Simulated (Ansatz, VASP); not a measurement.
**One calculation of CdSe, two programs**

INCAR

```
SYSTEM = CdSe
  PREC = Accurate
  ENCUT = 520
  EDIFF = 1E-6
  ISMEAR = 0
  SIGMA = 0.01
  LREAL = .False.
  LASPH = .True.
  NELM = 60
  ALGO = Normal
  ISIF = 2
  LWAVE = .False.
  LCHARG = .False.
  GGA = PS
  NBANDS = 26
```

Contents of KPOINTS:

```
Automatic mesh
0
Gamma
  15 15 8
  0 0 0
```

POSCAR

```
CdSe
1.0
    4.3020798272      0.0000000000      0.0000000000
   -2.1510399136      3.7257104194      0.0000000000
    0.0000000000      0.0000000000      7.0217824360
Cd Se
2 2
Direct
    0.3333333333      0.6666666667     -0.0620000000
    0.6666666667      0.3333333333      0.4380000000
    0.3333333333      0.6666666667      0.4380000000
    0.6666666667      0.3333333333      0.9380000000
```

Input for Ansatz:

```yaml
crystal:
  lattice:
    - [4.3020798272, 0.0, 0.0]
    - [-2.1510399136, 3.7257104194, 0.0]
    - [0.0, 0.0, 7.021782436]
  atoms:
    - { symbol: Cd, position: [0.3333333333, 0.6666666667, -0.062] }
    - { symbol: Cd, position: [0.6666666667, 0.3333333333, 0.438] }
    - { symbol: Se, position: [0.3333333333, 0.6666666667, 0.438] }
    - { symbol: Se, position: [0.6666666667, 0.3333333333, 0.938] }
basis:
  ecutwfc: 420
  xc_grid: 2
kpoints:
  mp_grid: { grid: [15, 15, 8] }
hamiltonian:
  xc: pbesol
  pseudopotentials: { kind: paw, azcp: { folder: soft_1 } }
scf:
  occupations: { method: fixed }
output:
  forces: true
  stress: true
  eigenvalues: true
  polarization: {}
```

Change from the starting cell: polar distortion scaled by 0.00.

Alike in both runs: task single point; functional PBEsol; k mesh 15 × 15 × 8; no spin polarisation.

|  | VASP | Ansatz |
| --- | --- | --- |
| version | VASP 6.6.1 | Ansatz 0.2.0 |
| potentials or method | VASP PAW PBE potentials, release 64 (Cd, Se), cutoff 520 eV | scalar-relativistic, plane waves, PAW |
| occupations | gaussian, width 0.01 eV | fixed |
| valence electrons in the cell | 36 | 72 |

```tsv
	VASP	Ansatz	Ansatz less VASP
gap on the k mesh at the Fermi level (eV)	0.88	0.87	-0.009
least direct gap on the mesh (eV)	0.88	0.87	-0.009
pressure (GPa)	4.1	3.7	-0.45
traceless stress, the component that is largest in VASP (GPa)	-6.53	-6.17	+0.365
```

VASP's potentials were made for PBE, not for PBEsol, and Ansatz warns of the same on its side. VASP's potentials hold 36 valence electrons a cell and Ansatz's 72, so a difference there can come from the potentials and not from the codes.
